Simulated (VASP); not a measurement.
# AlP5 (P6/mmm) in VASP: further runs

AlP5 is run at these levels: PBE; tasks: relaxation of cell and atoms, single point.

All numbers are computed with VASP 6.6.1; they aren't measurements. Logs are shortened: lines on timing, memory, paths and dates and some standing lists are left out, and cuts for length are marked.

## 1. The cell of the first run

The structure is hexagonal, space group P6/mmm (No. 191). Conventional cell: a = 7.656 Å, b = 7.656 Å, c = 2.532 Å, α = 90.00°, β = 90.00°, γ = 120.00°. Within 3.3 Å of Al (site symmetry 6/mmm) lie 2 Al at 2.53 Å. Within 2.9 Å of P (site symmetry mmm) lie 4 P at 2.21 to 2.53 Å. P (site symmetry -6m2) has 5 P at 2.21 to 2.53 Å within 2.9 Å.

## 2. Relaxation of cell and atoms, PBE

Input file INCAR:

```
PREC = Accurate
ENCUT = 600
EDIFF = 1E-7
ISMEAR = 0
SIGMA = 0.1
LREAL = False
LASPH = True
NELM = 80
ALGO = Normal
ISIF = 3
LWAVE = False
LCHARG = False
GGA = PE
IBRION = 2
NSW = 90
EDIFFG = -0.04
```

Input file KPOINTS:

```
regular mesh
0
Gamma
  3 3 6
```

Input file POSCAR:

```
AlP5
1.0
    7.6562855466      0.0000000000      0.0000000000
   -3.8281427733      6.6305377820      0.0000000000
    0.0000000000      0.0000000000      2.5318474462
Al P
1 5
Direct
    0.0000000000      0.0000000000      0.5000000000
    0.5000000000      0.0000000000      0.5000000000
    0.0000000000      0.5000000000      0.5000000000
    0.5000000000      0.5000000000      0.5000000000
    0.3333333333      0.6666666667      0.5000000000
    0.6666666667      0.3333333333      0.5000000000
```

Potentials or basis: VASP PAW PBE potentials, release 64 (Al, P).

On the command line:

```console
> cat potpaw_PBE.64/Al/POTCAR potpaw_PBE.64/P/POTCAR > POTCAR
> mpirun -np 1 vasp_std > vasp.out
```

OUTCAR:

```text
PREC = Accurate
   ENCUT = 600
   EDIFF = 1E-7
   ISMEAR = 0
   LREAL = False
   LASPH = True
   NELM = 80
   ISIF = 3
   GGA = PE
   IBRION = 2
   NSW = 90
   EDIFFG = -0.04

 ion  position               nearest neighbor table
   1  0.000  0.000  0.500-
   2  0.500  0.000  0.500-   5 2.21   6 2.21
   3  0.000  0.500  0.500-   5 2.21   6 2.21
   4  0.500  0.500  0.500-   5 2.21   6 2.21
   5  0.333  0.667  0.500-   3 2.21   2 2.21   4 2.21
   6  0.667  0.333  0.500-   3 2.21   2 2.21   4 2.21

  LATTYP: Found a hexagonal cell.
 ALAT       =     7.6562855466
 C/A-ratio  =     0.3306887434

  Lattice vectors:

 A1 = (   7.6562855466,   0.0000000000,   0.0000000000)
 A2 = (  -3.8281427733,   6.6305377820,   0.0000000000)
 A3 = (   0.0000000000,   0.0000000000,   2.5318474462)

Analysis of symmetry for initial positions (statically):
=====================================================================
 Subroutine PRICEL returns:
 Original cell was already a primitive cell.

 Routine SETGRP: Setting up the symmetry group for a
 hexagonal supercell.

 Subroutine GETGRP returns: Found 24 space group operations
 (whereof 24 operations were pure point group operations)
 out of a pool of 24 trial point group operations.

The static configuration has the point symmetry D_6h.

Analysis of symmetry for dynamics (positions and initial velocities):
=====================================================================
 Subroutine PRICEL returns:
 Original cell was already a primitive cell.

 Routine SETGRP: Setting up the symmetry group for a
 hexagonal supercell.

 Subroutine GETGRP returns: Found 24 space group operations
 (whereof 24 operations were pure point group operations)
 out of a pool of 24 trial point group operations.

The dynamic configuration has the point symmetry D_6h.

 Subroutine INISYM returns: Found 24 space group operations
 (whereof 24 operations are pure point group operations),
 and found     1 'primitive' translations

----------------------------------------------------------------------------------------

                                     Primitive cell

  volume of cell :     128.5300

  direct lattice vectors                    reciprocal lattice vectors
     7.656285547  0.000000000  0.000000000     0.130611638  0.075408665  0.000000000
    -3.828142773  6.630537782  0.000000000     0.000000000  0.150817329  0.000000000
     0.000000000  0.000000000  2.531847446     0.000000000  0.000000000  0.394968505

  length of vectors
     7.656285547  7.656285547  2.531847446     0.150817329  0.150817329  0.394968505

  position of ions in fractional coordinates (direct lattice)
     0.000000000  0.000000000  0.500000000
     0.500000000  0.000000000  0.500000000
     1.000000000  0.500000000  0.500000000
     0.500000000  0.500000000  0.500000000
     0.333333333  0.666666667  0.500000000
     0.666666667  0.333333333  0.500000000

  ion indices of the primitive-cell ions
   primitive index   ion index
                 1           1
                 2           2
                 3           3
                 4           4
                 5           5
                 6           6

----------------------------------------------------------------------------------------

 KPOINTS: regular mesh

Automatic generation of k-mesh.
 Grid dimensions read from file:
 generate k-points for:    3    3    6

 Generating k-lattice:

  Cartesian coordinates                     Fractional coordinates (reciprocal lattice)
     0.043537213  0.025136222  0.000000000     0.333333333 -0.000000000  0.000000000
     0.000000000  0.050272443  0.000000000     0.000000000  0.333333333  0.000000000
     0.000000000  0.000000000  0.065828084     0.000000000  0.000000000  0.166666667

  Length of vectors
     0.050272443  0.050272443  0.065828084

  Shift w.r.t. Gamma in fractional coordinates (k-lattice)
     0.000000000  0.000000000  0.000000000

 Subroutine IBZKPT returns following result:
 ===========================================

 Found     12 irreducible k-points:

 Following reciprocal coordinates:
            Coordinates               Weight
  0.000000  0.000000  0.000000      1.000000
  0.333333 -0.000000  0.000000      6.000000
  0.333333  0.333333  0.000000      2.000000
  0.000000  0.000000  0.166667      2.000000
  0.333333 -0.000000  0.166667     12.000000
  0.333333  0.333333  0.166667      4.000000
  0.000000  0.000000  0.333333      2.000000
  0.333333 -0.000000  0.333333     12.000000
  0.333333  0.333333  0.333333      4.000000
  0.000000  0.000000  0.500000      1.000000
  0.333333 -0.000000  0.500000      6.000000
  0.333333  0.333333  0.500000      2.000000
   k-points           NKPTS =     12   k-points in BZ     NKDIM =     12   number of bands    NBANDS=     18
   number of dos      NEDOS =    301   number of ions     NIONS =      6
   total plane-waves  NPLWV =  81920
   dimension x,y,z NGX =    64 NGY =   64 NGZ =   20
   dimension x,y,z NGXF=   128 NGYF=  128 NGZF=   40
   ions per type =               1   5
   NGX,Y,Z   is equivalent  to a cutoff of  13.90, 13.90, 13.13 a.u.
   NGXF,Y,Z  is equivalent  to a cutoff of  27.79, 27.79, 26.26 a.u.
 SYSTEM =  unknown system
   PREC   = accura    normal or accurate (medium, high low for compatibility)
   ISTART =      0    job   : 0-new  1-cont  2-samecut
   ICHARG =      2    charge: 1-file 2-atom 10-const
   ISPIN  =      1    spin polarized calculation?
   LNONCOLLINEAR =      F non collinear calculations
   LSORBIT =      F    spin-orbit coupling
   LASPH  =      T    aspherical Exc in radial PAW
   ENCUT  =  600.0 eV  44.10 Ry    6.64 a.u.  15.29 15.29  5.06*2*pi/ulx,y,z
   NELM   =     80;   NELMIN=  2; NELMDL= -5     # of ELM steps
   EDIFF  = 0.1E-06   stopping-criterion for ELM
   LREAL  =      F    real-space projection
   EDIFFG = -.4E-01   stopping-criterion for IOM
   NSW    =     90    number of steps for IOM
   IBRION =      2    ionic relax: 0-MD 1-quasi-New 2-CG
   NFREE  =      1    steps in history (QN), initial steepest desc. (CG)
   ISIF   =      3    stress and relaxation
   ISYM   =      2    0-nonsym 1-usesym 2-fastsym
   POTIM  = 0.5000    time-step for ionic-motion
   TEBEG  =    0.0;   TEEND  =   0.0 temperature during run
   PSTRESS=    0.0 pullay stress
   NELECT =      28.0000    total number of electrons
   NUPDOWN=      -1.0000    fix difference up-down
   EMIN   =  10.00;   EMAX   =-10.00  energy-range for DOS
   EFERMI =   0.00;   METHOD = LEGACY
   ISMEAR =     0;   SIGMA  =   0.10  broadening in eV -4-tet -1-fermi 0-gaus
   EFERMI_NEDOS =   21; number of points for ismear=-14 and -15
   IALGO  =     38    algorithm
   IMIX   =      4    mixing-type and parameters
     AMIX     =   0.40;   BMIX     =  1.00
     AMIX_MAG =   1.60;   BMIX_MAG =  1.00
  volume/ion in A,a.u.               =      21.42       144.56
  Fermi-wavevector in a.u.,A,eV,Ry     =   0.985052  1.861479 13.202119  0.970328
  Thomas-Fermi vector in A             =   2.116331
   LORBIT       =      0    0 simple, 1 ext, 2 COOP (PROOUT), +10 PAW based schemes
   GGA     = PE    functional components
   LHFCALC =     F    Hartree Fock is set to
   AEXX    =    0.0000 exact exchange contribution
   IVDW    =     0    specifies the selected vdW correction
   LEPSILON=     F    determine dielectric tensor
   LRPA    =     F    only Hartree local field effects (RPA)
 conjugate gradient relaxation of ions
 non-spin polarized calculation
 Gauss-broadening in eV      SIGMA  =   0.10
  energy-cutoff  :      600.00
  volume of cell :      128.53
 maximum number of plane-waves:      4318
 NGX is ok and might be reduce to    64
   NGX = 31   NGY = 31   NGZ = 11

--------------------------------------- Ionic step        1  -------------------------------------------

 number of electron      27.9999998 magnetization

 Free energy of the ion-electron system (eV)
  ---------------------------------------------------
  ext. energy  EPLUGINS =         0.00000000
  ---------------------------------------------------
  free energy    TOTEN  =       -27.12143955 eV

  energy without entropy =      -27.10866836  energy(sigma->0) =      -27.11505396

------------------------ aborting loop because EDIFF is reached ----------------------------------------

  FORCE on cell =-STRESS in cart. coord.  units (eV):
  Direction    XX          YY          ZZ          XY          YZ          ZX
  --------------------------------------------------------------------------------------
  -------------------------------------------------------------------------------------
  Total        1.5892279      1.5892279     -4.8573500      0.0000000     -0.0000000      0.0000000
  in kB       19.8103590     19.8103590    -60.5488038      0.0000000     -0.0000000      0.0000000
  external PRESSURE =      -6.9760286 kB  Pullay stress =       0.0000000 kB

 VOLUME and BASIS-vectors are now :
 -----------------------------------------------------------------------------
  energy-cutoff  :      600.00
  volume of cell :      128.53
      direct lattice vectors                 reciprocal lattice vectors
     7.656285547  0.000000000  0.000000000     0.130611638  0.075408665  0.000000000
    -3.828142773  6.630537782  0.000000000     0.000000000  0.150817329  0.000000000
     0.000000000  0.000000000  2.531847446     0.000000000  0.000000000  0.394968505

 POSITION                                       TOTAL-FORCE (eV/Angst)
 -----------------------------------------------------------------------------------
      0.00000      0.00000      1.26592        -0.000000      0.000000      0.000000
      3.82814      0.00000      1.26592        -0.000000      0.000000      0.000000
     -1.91407      3.31527      1.26592        -0.000000      0.000000      0.000000
      1.91407      3.31527      1.26592        -0.000000      0.000000      0.000000
     -0.00000      4.42036      1.26592         0.000000     -0.000000      0.000000
      3.82814      2.21018      1.26592        -0.000000      0.000000     -0.000000
 -----------------------------------------------------------------------------------
    total drift:                               -0.000000      0.000000      0.000000
[... 230 lines left out ...]
 POSITION                                       TOTAL-FORCE (eV/Angst)
 -----------------------------------------------------------------------------------
      0.00000     -0.00000      1.18745        -0.000000      0.000000     -0.000000
      3.99562     -0.00000      1.18745        -0.000000      0.000000     -0.000000
     -1.99781      3.46031      1.18745        -0.000000      0.000000     -0.000000
      1.99781      3.46031      1.18745         0.000000      0.000000     -0.000000
     -0.00000      4.61375      1.18745        -0.000000     -0.000000     -0.000000
      3.99562      2.30687      1.18745        -0.000000      0.000000      0.000000
 -----------------------------------------------------------------------------------
    total drift:                               -0.000000      0.000000      0.000000

  FREE ENERGIE OF THE ION-ELECTRON SYSTEM (eV)
  ---------------------------------------------------
  free  energy   TOTEN  =       -27.6375856151 eV

  energy  without entropy=      -27.6243883842  energy(sigma->0) =      -27.63098700

--------------------------------------- Ionic step        8  -------------------------------------------

 number of electron      28.0000000 magnetization

 Free energy of the ion-electron system (eV)
  ---------------------------------------------------
  ext. energy  EPLUGINS =         0.00000000
  ---------------------------------------------------
  free energy    TOTEN  =       -27.64667884 eV

  energy without entropy =      -27.63307390  energy(sigma->0) =      -27.63987637

 E-fermi :   5.2724     XC(G=0):  -9.0943

 val. band max:        5.2583818529   @ k =   0.0000   0.0000   0.3333
 cond. band min:       5.3339348447   @ k =   0.3333   0.3333   0.1667
 fundamental gap:      0.0755529919
 Fermi energy:         5.2723998510

 k-point     1 :       0.0000    0.0000    0.0000
  band No.  band energies     occupation
      1     -10.7076      2.00000
      2      -9.1731      2.00000
      3      -8.0679      2.00000
      4      -8.0679      2.00000
      5      -3.7698      2.00000
      6      -2.4224      2.00000
[... 10 lines left out ...]
     17       8.5174      0.00000
     18       8.5174      0.00000

 k-point     2 :       0.3333   -0.0000    0.0000
  band No.  band energies     occupation
      1     -10.5227      2.00000
      2      -9.7776      2.00000
      3      -8.0713      2.00000
      4      -7.1463      2.00000
      5      -5.0955      2.00000
      6      -2.3339      2.00000
[... 10 lines left out ...]
     17       8.4771      0.00000
     18       8.5126      0.00000
[... 221 lines left out ...]
 VOLUME and BASIS-vectors are now :
 -----------------------------------------------------------------------------
  energy-cutoff  :      600.00
  volume of cell :      129.81
      direct lattice vectors                 reciprocal lattice vectors
     7.976860601  0.000000000  0.000000000     0.125362602  0.072378132  0.000000000
    -3.988430301  6.908163923 -0.000000000     0.000000000  0.144756264  0.000000000
     0.000000000 -0.000000000  2.355606455     0.000000000  0.000000000  0.424519129

 POSITION                                       TOTAL-FORCE (eV/Angst)
 -----------------------------------------------------------------------------------
      0.00000     -0.00000      1.17780         0.000000      0.000000      0.000000
      3.98843     -0.00000      1.17780         0.000000      0.000000      0.000000
     -1.99422      3.45408      1.17780         0.000000      0.000000      0.000000
      1.99422      3.45408      1.17780         0.000000      0.000000      0.000000
     -0.00000      4.60544      1.17780        -0.000000     -0.000000      0.000000
      3.98843      2.30272      1.17780         0.000000      0.000000     -0.000000
 -----------------------------------------------------------------------------------
    total drift:                               -0.000000      0.000000      0.000000

  FREE ENERGIE OF THE ION-ELECTRON SYSTEM (eV)
  ---------------------------------------------------
  free  energy   TOTEN  =       -27.6466788413 eV

  energy  without entropy=      -27.6330739047  energy(sigma->0) =      -27.63987637

 reached required accuracy - stopping structural energy minimisation
```

Wall time 2.2 min (1 thread of Intel Xeon Platinum 8488C (Sapphire Rapids), shared host); peak memory 0.28 GiB.

What came out:

- Free energy: -27.6467 eV
- Relaxed volume: 21.63 Å³/atom
- Relaxed cell: a = 7.977 Å, b = 7.977 Å, c = 2.356 Å, α = 90.00°, β = 90.00°, γ = 120.00°
- Space group after relaxing (to 0.05 Å): P6/mmm (No. 191)
- Energy gained by relaxing: 87.5 meV/atom
- Ionic steps: 8
- Pressure after relaxing: 0.0 GPa
- Band gap on the k mesh: zero (band 14 reaches 5.67 eV, above the bottom of band 15 at 4.37 eV)

Step by step:
```csv
step,energy change (eV),largest force (eV/Å),pressure (GPa),volume (Å³)
1,0.0000,0.0000,-0.70,128.53
2,-0.3133,0.0000,0.35,126.69
3,-0.4749,0.0000,3.04,124.35
4,-0.4839,0.0000,2.49,124.82
5,-0.4988,0.0000,-0.22,131.08
6,-0.5157,0.0000,1.00,128.20
7,-0.5161,0.0000,-1.01,131.34
8,-0.5252,0.0000,-0.03,129.81
```

Final structure:
```yaml
crystal:
  lattice:
    - [7.97686, 0.00000, 0.00000]
    - [-3.98843, 6.90816, 0.00000]
    - [0.00000, 0.00000, 2.35561]
  atoms:
    - { symbol: Al, position: [0.00000, 0.00000, 0.50000] }
    - { symbol: P, position: [0.50000, 0.00000, 0.50000] }
    - { symbol: P, position: [0.00000, 0.50000, 0.50000] }
    - { symbol: P, position: [0.50000, 0.50000, 0.50000] }
    - { symbol: P, position: [0.33333, 0.66667, 0.50000] }
    - { symbol: P, position: [0.66667, 0.33333, 0.50000] }
```

Levels at points of the mesh, in eV from the Fermi level:
```
           k point  band 12  band 13  band 14  band 15  band 16  band 17
(0.00, 0.00, 0.00)    -2.22    -2.22     0.30     0.30     0.32     3.25
(0.00, 0.00, 0.50)    -2.60    -1.56     0.39     0.39     0.91     1.60
```

Caveat: the k points lie up to 0.44 Å⁻¹ apart in the final cell.

## 3. Single point, PBE

This run uses another cell than the first one, of 21.61 Å³/atom, 1.009 times its volume.

Input file INCAR:

```
SYSTEM = AlP5
PREC = Accurate
ENCUT = 520
EDIFF = 1E-6
ISMEAR = 0
SIGMA = 0.1
LREAL = .False.
LASPH = .True.
NELM = 60
ALGO = Normal
ISIF = 2
LWAVE = .False.
LCHARG = .False.
GGA = PE
NBANDS = 23
```

Input file KPOINTS:

```
Automatic mesh
0
Gamma
  6 6 16
  0 0 0
```

POSCAR, as its differences from that of step 2:

```diff
@@ -2,5 +2,5 @@
 1.0
-    7.6562855466      0.0000000000      0.0000000000
-   -3.8281427733      6.6305377820      0.0000000000
-    0.0000000000      0.0000000000      2.5318474462
+    7.9204330501      0.0000000000      0.0000000000
+   -3.9602165250      6.8592962303      0.0000000000
+    0.0000000000      0.0000000000      2.3871315774
 Al P
```

Potentials or basis: VASP PAW PBE potentials, release 64 (Al, P).

On the command line:

```console
> cat potpaw_PBE.64/Al/POTCAR potpaw_PBE.64/P/POTCAR > POTCAR
> mpirun -np 1 vasp_std > vasp.out
```

Wall time 86 s (1 thread of Intel Xeon Platinum 8488C (Sapphire Rapids), shared host); peak memory 0.32 GiB.

It converged, with:

| Quantity | Value |
| --- | --- |
| Free energy | -27.5940 eV |
| Pressure | -0.2 GPa |
| Band gap on the k mesh | zero (band 14 reaches 5.96 eV, above the bottom of band 15 at 4.23 eV) |

Levels at points of the mesh, in eV from the Fermi level:
| k point | band 10 | band 11 | band 12 | band 13 | band 14 | band 15 | band 16 | band 17 | band 18 | band 19 |
| --- | --- | --- | --- | --- | --- | --- | --- | --- | --- | --- |
| (0.00, 0.00, 0.00) | -3.63 | -2.06 | -1.69 | -1.69 | 0.56 | 0.56 | 0.95 | 3.54 | 3.54 | 3.94 |
| (0.50, 0.00, 0.00) | -4.03 | -2.66 | -2.01 | -0.67 | -0.67 | 0.78 | 2.08 | 3.23 | 3.34 | 4.68 |
| (0.00, 0.00, 0.50) | -3.80 | -2.76 | -2.32 | -1.46 | 0.48 | 0.48 | 0.85 | 1.73 | 2.46 | 2.46 |
| (0.50, 0.00, 0.50) | -3.72 | -3.63 | -1.51 | -0.49 | -0.22 | 0.23 | 0.92 | 1.23 | 2.54 | 2.79 |
